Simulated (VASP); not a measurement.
Write the native input for VASP 6.6.1 that does the following.

```yaml
Task: single point
Functional: LDA
Potentials_or_basis: VASP PAW LDA potentials, release 64 (Ca_sv, C_h)
Cutoff: 910 eV
k_mesh: 10 × 10 × 10
Occupations: gaussian, width 0.05 eV
Spin: no spin polarisation
Dipole_correction: no
Further_INCAR_settings: ALGO = Normal; EDIFF = 1e-06; NBANDS = 16
```

The structure of CaC2 lies in POSCAR:

```
CaC2
1.0
   -1.8375836694      1.8375836694      3.2021112425
    1.8375836694     -1.8375836694      3.2021112425
    1.8375836694      1.8375836694     -3.2021112425
Ca C
1 2
Direct
    0.0000000000      0.0000000000      0.0000000000
    0.5978927200      0.5978927200      0.0000000000
    0.4021072800      0.4021072800      0.0000000000
```

This cell differs from its parent crystal: strain -0.050 along x and y, +0.000 along z.

These files were run (other wordings do the same):

INCAR

```
PREC = Accurate
ENCUT = 910
EDIFF = 1E-6
ISMEAR = 0
SIGMA = 0.05
LREAL = False
LASPH = True
NELM = 120
ALGO = Normal
ISIF = 2
LWAVE = False
LCHARG = False
GGA = CA
NBANDS = 16
GGA_COMPAT = False
```

KPOINTS

```
regular mesh
0
Gamma
  10 10 10
```

Potentials or basis: VASP PAW LDA potentials, release 64 (Ca_sv, C_h).

Launch:

```sh
$ cat potpaw_LDA.64/Ca_sv/POTCAR potpaw_LDA.64/C_h/POTCAR > POTCAR
$ mpirun -np 1 vasp_std > vasp.out
```

It gave:

The pressure is 1.2 GPa, the largest force is 0.045 eV/Å and the band gap on the k mesh is 0.62 eV (least direct gap 1.85 eV).

Caveat: the cell differs from its parent crystal (strain -0.050 along x and y, +0.000 along z); the cutoff is under 1.25 times the usual one of these potentials, so pressure, stress and relaxed cells hold a basis-set (Pulay) error.

Wall time 3 min on 1 thread of Intel(R) Xeon(R) Platinum 8375C CPU @ 2.90GHz (Ice Lake), with other jobs on the host, peak memory 0.33 GiB.
